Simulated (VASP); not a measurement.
# BaZnSbF (P4/nmm) in VASP: single point with r2SCAN

Aim: the single point of BaZnSbF with r2SCAN.

All numbers are computed with VASP 6.6.1; they aren't measurements. Logs are shortened: lines on timing, memory, paths and dates and some standing lists are left out, and cuts for length are marked.

## (1) The cell of the first run

The structure is tetragonal, space group P4/nmm (No. 129). Conventional cell: a = 4.471 Å, b = 4.471 Å, c = 9.850 Å, α = 90.00°, β = 90.00°, γ = 90.00°. Ba (site symmetry 4mm) has 4 F at 2.68 Å within 3.5 Å. Within 3.5 Å of F (site symmetry -4m2) lie 4 Ba at 2.68 Å and 4 F at 3.16 Å. Zn (site symmetry -4m2) has 4 Sb at 2.77 Å and 4 Zn at 3.16 Å within 3.7 Å. Within 3.7 Å of Sb (site symmetry 4mm) lie 4 Zn at 2.77 Å and 4 Ba at 3.65 Å.

## (2) Single point, r2SCAN

Input file POSCAR:

```
BaZnSbF
1.0
    4.4707680000      0.0000000000      0.0000000000
    0.0000000000      4.4707680000      0.0000000000
    0.0000000000      0.0000000000      9.8503350000
Ba F Zn Sb
2 2 2 2
Direct
    0.7500000000      0.7500000000      0.3507900000
    0.2500000000      0.2500000000      0.6492100000
    0.2500000000      0.7500000000      0.5000000000
    0.7500000000      0.2500000000      0.5000000000
    0.2500000000      0.7500000000      0.0000000000
    0.7500000000      0.2500000000      0.0000000000
    0.2500000000      0.2500000000      0.1660400000
    0.7500000000      0.7500000000      0.8339600000
```

Input file INCAR.step1:

```
SYSTEM = BaZnSbF
ALGO = Normal
EDIFF = 1E-4
ENCUT = 520
GGA = PE
ISMEAR = -1
LASPH = .TRUE.
LCHARG = .FALSE.
LREAL = .FALSE.
LWAVE = .TRUE.
NBANDS = 44
NELM = 60
PREC = Accurate
SIGMA = 0.1
```

Input file INCAR.step2:

```
SYSTEM = BaZnSbF
ALGO = Normal
EDIFF = 1E-6
ENCUT = 520
ISIF = 2
ISMEAR = -1
ISTART = 1
LASPH = .TRUE.
LCHARG = .TRUE.
LELF = .TRUE.
LMIXTAU = .TRUE.
LREAL = .FALSE.
LVHAR = .TRUE.
LWAVE = .FALSE.
METAGGA = R2SCAN
NBANDS = 44
NELM = 60
PREC = Accurate
SIGMA = 0.1
```

Input file KPOINTS:

```
k-points
0
G
  6 6 3
  0 0 0
```

Potentials or basis: VASP PAW PBE potentials, release 64 (Ba_sv, F, Zn, Sb).

Run with:

```
$ cat potpaw_PBE.64/Ba_sv/POTCAR potpaw_PBE.64/F/POTCAR potpaw_PBE.64/Zn/POTCAR potpaw_PBE.64/Sb/POTCAR > POTCAR
$ cp INCAR.step1 INCAR
$ mpirun -np 1 vasp_std > vasp.out
$ cp INCAR.step2 INCAR
$ mpirun -np 1 vasp_std > vasp.out
```

OUTCAR:

```text
SYSTEM = BaZnSbF
   EDIFF = 1E-6
   ENCUT = 520
   ISIF = 2
   ISMEAR = -1
   ISTART = 1
   LASPH = .TRUE.
   LREAL = .FALSE.
   METAGGA = R2SCAN
   NELM = 60
   PREC = Accurate

 ion  position               nearest neighbor table
   1  0.750  0.750  0.351-   3 2.68   4 2.68   4 2.68   3 2.68   7 3.65   7 3.65   7 3.65   7 3.65
                             2 4.32   2 4.32   2 4.32   2 4.32
   2  0.250  0.250  0.649-   3 2.68   4 2.68   3 2.68   4 2.68   8 3.65   8 3.65   8 3.65   8 3.65
                             1 4.32   1 4.32   1 4.32   1 4.32
   3  0.250  0.750  0.500-   1 2.68   2 2.68   2 2.68   1 2.68
   4  0.750  0.250  0.500-   1 2.68   2 2.68   1 2.68   2 2.68
   5  0.250  0.750  0.000-   7 2.77   8 2.77   7 2.77   8 2.77
   6  0.750  0.250  0.000-   7 2.77   8 2.77   8 2.77   7 2.77
   7  0.250  0.250  0.166-   5 2.77   6 2.77   5 2.77   6 2.77   1 3.65   1 3.65   1 3.65   1 3.65

   8  0.750  0.750  0.834-   5 2.77   6 2.77   6 2.77   5 2.77   2 3.65   2 3.65   2 3.65   2 3.65

  LATTYP: Found a simple tetragonal cell.
 ALAT       =     4.4707680000
 C/A-ratio  =     2.2032758130

  Lattice vectors:

 A1 = (   4.4707680000,   0.0000000000,   0.0000000000)
 A2 = (   0.0000000000,   4.4707680000,   0.0000000000)
 A3 = (   0.0000000000,   0.0000000000,   9.8503350000)

Analysis of symmetry for initial positions (statically):
=====================================================================
 Subroutine PRICEL returns:
 Original cell was already a primitive cell.

 Routine SETGRP: Setting up the symmetry group for a
 simple tetragonal supercell.

 Subroutine GETGRP returns: Found 16 space group operations
 (whereof  4 operations were pure point group operations)
 out of a pool of 16 trial point group operations.

The static configuration has the point symmetry C_2h.
 The point group associated with its full space group is D_4h.

Analysis of symmetry for dynamics (positions and initial velocities):
=====================================================================
 Subroutine PRICEL returns:
 Original cell was already a primitive cell.

 Routine SETGRP: Setting up the symmetry group for a
 simple tetragonal supercell.

 Subroutine GETGRP returns: Found 16 space group operations
 (whereof  4 operations were pure point group operations)
 out of a pool of 16 trial point group operations.

The dynamic configuration has the point symmetry C_2h.
 The point group associated with its full space group is D_4h.

 Subroutine INISYM returns: Found 16 space group operations
 (whereof  4 operations are pure point group operations),
 and found     1 'primitive' translations

----------------------------------------------------------------------------------------

                                     Primitive cell

  volume of cell :     196.8862

  direct lattice vectors                    reciprocal lattice vectors
     4.470768000  0.000000000  0.000000000     0.223675216  0.000000000  0.000000000
     0.000000000  4.470768000  0.000000000     0.000000000  0.223675216  0.000000000
     0.000000000  0.000000000  9.850335000     0.000000000  0.000000000  0.101519390

  length of vectors
     4.470768000  4.470768000  9.850335000     0.223675216  0.223675216  0.101519390

  position of ions in fractional coordinates (direct lattice)
     0.750000000  0.750000000  0.350790000
     0.250000000  0.250000000  0.649210000
     0.250000000  0.750000000  0.500000000
     0.750000000  0.250000000  0.500000000
     0.250000000  0.750000000  0.000000000
     0.750000000  0.250000000  0.000000000
     0.250000000  0.250000000  0.166040000
     0.750000000  0.750000000  0.833960000

  ion indices of the primitive-cell ions
   primitive index   ion index
                 1           1
                 2           2
                 3           3
                 4           4
                 5           5
                 6           6
                 7           7
                 8           8

----------------------------------------------------------------------------------------

 KPOINTS: k-points

Automatic generation of k-mesh.
 Grid dimensions read from file:
 generate k-points for:    6    6    3

 Generating k-lattice:

  Cartesian coordinates                     Fractional coordinates (reciprocal lattice)
     0.037279203  0.000000000  0.000000000     0.166666667  0.000000000  0.000000000
     0.000000000  0.037279203  0.000000000     0.000000000  0.166666667  0.000000000
     0.000000000  0.000000000  0.033839797     0.000000000  0.000000000  0.333333333

  Length of vectors
     0.037279203  0.037279203  0.033839797

  Shift w.r.t. Gamma in fractional coordinates (k-lattice)
     0.000000000  0.000000000  0.000000000

 Subroutine IBZKPT returns following result:
 ===========================================

 Found     20 irreducible k-points:

 Following reciprocal coordinates:
            Coordinates               Weight
  0.000000  0.000000  0.000000      1.000000
  0.166667  0.000000  0.000000      4.000000
  0.333333  0.000000  0.000000      4.000000
  0.500000  0.000000  0.000000      2.000000
  0.166667  0.166667  0.000000      4.000000
  0.333333  0.166667  0.000000      8.000000
[... 12 lines left out ...]
  0.500000  0.333333  0.333333      8.000000
  0.500000  0.500000  0.333333      2.000000
   k-points           NKPTS =     20   k-points in BZ     NKDIM =     20   number of bands    NBANDS=     44
   number of dos      NEDOS =    301   number of ions     NIONS =      8
   total plane-waves  NPLWV = 103680
   dimension x,y,z NGX =    36 NGY =   36 NGZ =   80
   dimension x,y,z NGXF=    72 NGYF=   72 NGZF=  160
   ions per type =               2   2   2   2
   NGX,Y,Z   is equivalent  to a cutoff of  13.39, 13.39, 13.50 a.u.
   NGXF,Y,Z  is equivalent  to a cutoff of  26.77, 26.77, 27.00 a.u.
 SYSTEM =  BaZnSbF
   PREC   = accura    normal or accurate (medium, high low for compatibility)
   ISTART =      1    job   : 0-new  1-cont  2-samecut
   ICHARG =      0    charge: 1-file 2-atom 10-const
   ISPIN  =      1    spin polarized calculation?
   LNONCOLLINEAR =      F non collinear calculations
   LSORBIT =      F    spin-orbit coupling
   LASPH  =      T    aspherical Exc in radial PAW
   ENCUT  =  520.0 eV  38.22 Ry    6.18 a.u.   8.31  8.31 18.32*2*pi/ulx,y,z
   NELM   =     60;   NELMIN=  2; NELMDL=  0     # of ELM steps
   EDIFF  = 0.1E-05   stopping-criterion for ELM
   LREAL  =      F    real-space projection
   EDIFFG = 0.1E-04   stopping-criterion for IOM
   NSW    =      0    number of steps for IOM
   IBRION =     -1    ionic relax: 0-MD 1-quasi-New 2-CG
   NFREE  =      0    steps in history (QN), initial steepest desc. (CG)
   ISIF   =      2    stress and relaxation
   ISYM   =      2    0-nonsym 1-usesym 2-fastsym
   POTIM  = 0.5000    time-step for ionic-motion
   TEBEG  =    0.0;   TEEND  =   0.0 temperature during run
   PSTRESS=    0.0 pullay stress
   NELECT =      68.0000    total number of electrons
   NUPDOWN=      -1.0000    fix difference up-down
   EMIN   =  10.00;   EMAX   =-10.00  energy-range for DOS
   EFERMI =   0.00;   METHOD = LEGACY
   ISMEAR =    -1;   SIGMA  =   0.10  broadening in eV -4-tet -1-fermi 0-gaus
   EFERMI_NEDOS =   21; number of points for ismear=-14 and -15
   IALGO  =     38    algorithm
   IMIX   =      4    mixing-type and parameters
     AMIX     =   0.40;   BMIX     =  1.00
     AMIX_MAG =   1.60;   BMIX_MAG =  1.00
  volume/ion in A,a.u.               =      24.61       166.08
  Fermi-wavevector in a.u.,A,eV,Ry     =   1.148610  2.170559 17.950243  1.319306
  Thomas-Fermi vector in A             =   2.285284
   LORBIT       =      0    0 simple, 1 ext, 2 COOP (PROOUT), +10 PAW based schemes
   METAGGA = R2SCAN    functional components
   LHFCALC =     F    Hartree Fock is set to
   AEXX    =    0.0000 exact exchange contribution
   IVDW    =     0    specifies the selected vdW correction
   LEPSILON=     F    determine dielectric tensor
   LRPA    =     F    only Hartree local field effects (RPA)
 non-spin polarized calculation
  energy-cutoff  :      520.00
  volume of cell :      196.89
 maximum number of plane-waves:      5328
 NGX is ok and might be reduce to    36
   NGX = 17   NGY = 17   NGZ = 37

 number of electron      68.0000010 magnetization

 Free energy of the ion-electron system (eV)
  ---------------------------------------------------
  ext. energy  EPLUGINS =         0.00000000
  ---------------------------------------------------
  free energy    TOTEN  =      -144.11946759 eV

  energy without entropy =     -144.10264701  energy(sigma->0) =     -144.11105730

 E-fermi :   3.8767     XC(G=0):  -9.8950

 val. band max:        3.7630297913   @ k =   0.0000   0.0000   0.0000
 cond. band min:       4.4143466184   @ k =   0.1667   0.0000   0.0000
 fundamental gap:      0.6513168270
 Fermi energy:         3.8767368696

 k-point     1 :       0.0000    0.0000    0.0000
  band No.  band energies     occupation
      1     -25.2727      2.00000
      2     -25.0884      2.00000
      3     -21.6926      2.00000
      4     -21.6792      2.00000
      5     -10.0119      2.00000
      6     -10.0119      2.00000
[... 36 lines left out ...]
     43       8.3288      0.00000
     44       8.6944      0.00000

 k-point     2 :       0.1667    0.0000    0.0000
  band No.  band energies     occupation
      1     -25.2489      2.00000
      2     -25.0883      2.00000
      3     -21.7102      2.00000
      4     -21.6970      2.00000
      5     -10.0883      2.00000
      6      -9.9878      2.00000
[... 36 lines left out ...]
     43       8.3597      0.00000
     44       8.3676      0.00000

 k-point     3 :       0.3333    0.0000    0.0000
  band No.  band energies     occupation
      1     -25.1915      2.00000
      2     -25.0973      2.00000
      3     -21.7441      2.00000
      4     -21.7345      2.00000
      5     -10.1135      2.00000
      6     -10.0077      2.00000
[... 788 lines left out ...]
     43       9.4668      0.00000
     44       9.4670      0.00000

 k-point    20 :       0.5000    0.5000    0.3333
  band No.  band energies     occupation
      1     -25.0812      2.00000
      2     -25.0812      2.00000
      3     -21.8306      2.00000
      4     -21.8306      2.00000
      5     -10.0574      2.00000
      6     -10.0574      2.00000
[... 36 lines left out ...]
     43      10.0728      0.00000
     44      10.0729      0.00000

------------------------ aborting loop because EDIFF is reached ----------------------------------------

  FORCE on cell =-STRESS in cart. coord.  units (eV):
  Direction    XX          YY          ZZ          XY          YZ          ZX
  --------------------------------------------------------------------------------------
  -------------------------------------------------------------------------------------
  Total       -0.3576448     -0.3576448     -0.6925224     -0.0000000      0.0000000      0.0000000
  in kB       -2.9103636     -2.9103636     -5.6354574     -0.0000000      0.0000000      0.0000000
  external PRESSURE =      -3.8187282 kB  Pullay stress =       0.0000000 kB

 VOLUME and BASIS-vectors are now :
 -----------------------------------------------------------------------------
  energy-cutoff  :      520.00
  volume of cell :      196.89
      direct lattice vectors                 reciprocal lattice vectors
     4.470768000  0.000000000  0.000000000     0.223675216  0.000000000  0.000000000
     0.000000000  4.470768000  0.000000000     0.000000000  0.223675216  0.000000000
     0.000000000  0.000000000  9.850335000     0.000000000  0.000000000  0.101519390

 POSITION                                       TOTAL-FORCE (eV/Angst)
 -----------------------------------------------------------------------------------
      3.35308      3.35308      3.45540        -0.000000      0.000000     -0.023025
      1.11769      1.11769      6.39494         0.000000      0.000000      0.023025
      1.11769      3.35308      4.92517        -0.000000     -0.000000      0.000000
      3.35308      1.11769      4.92517         0.000000     -0.000000      0.000000
      1.11769      3.35308      0.00000        -0.000000      0.000000      0.000000
      3.35308      1.11769      0.00000        -0.000000     -0.000000      0.000000
      1.11769      1.11769      1.63555        -0.000000     -0.000000     -0.190928
      3.35308      3.35308      8.21479         0.000000      0.000000      0.190928
 -----------------------------------------------------------------------------------
    total drift:                                0.000000      0.000000      0.000000

  FREE ENERGIE OF THE ION-ELECTRON SYSTEM (eV)
  ---------------------------------------------------
  free  energy   TOTEN  =      -144.1194675944 eV

  energy  without entropy=     -144.1026470067  energy(sigma->0) =     -144.11105730
```

It took 6.9 min on 1 thread of Intel Xeon Platinum 8488C (Sapphire Rapids), shared host; peak memory 0.46 GiB.

What came out:

```
Free energy            : -144.1195 eV
Pressure               : -0.4 GPa
Largest force          : 0.191 eV/Å
Band gap on the k mesh : zero (bands 34 and 35 overlap by 0.01 eV)
```

Forces in eV/Å, atoms in the order of the input:
```
Ba   0.000  0.000 -0.023
Ba   0.000  0.000  0.023
F    0.000  0.000  0.000
F    0.000  0.000  0.000
Zn   0.000  0.000  0.000
Zn   0.000  0.000  0.000
Sb   0.000  0.000 -0.191
Sb   0.000  0.000  0.191
```

Stress tensor (GPa, compression positive):
```
-0.29  0.00  0.00
 0.00 -0.29  0.00
 0.00  0.00 -0.56
```

Caveat: semilocal functionals underestimate gaps, and a narrow one can read as zero; the PAW data sets were made with another functional, which shifts forces and pressure a little; spin-orbit coupling is left out, which moves the levels of the heavy elements.

The gap in the log of VASP goes by the Fermi energy; the results here count the filled bands.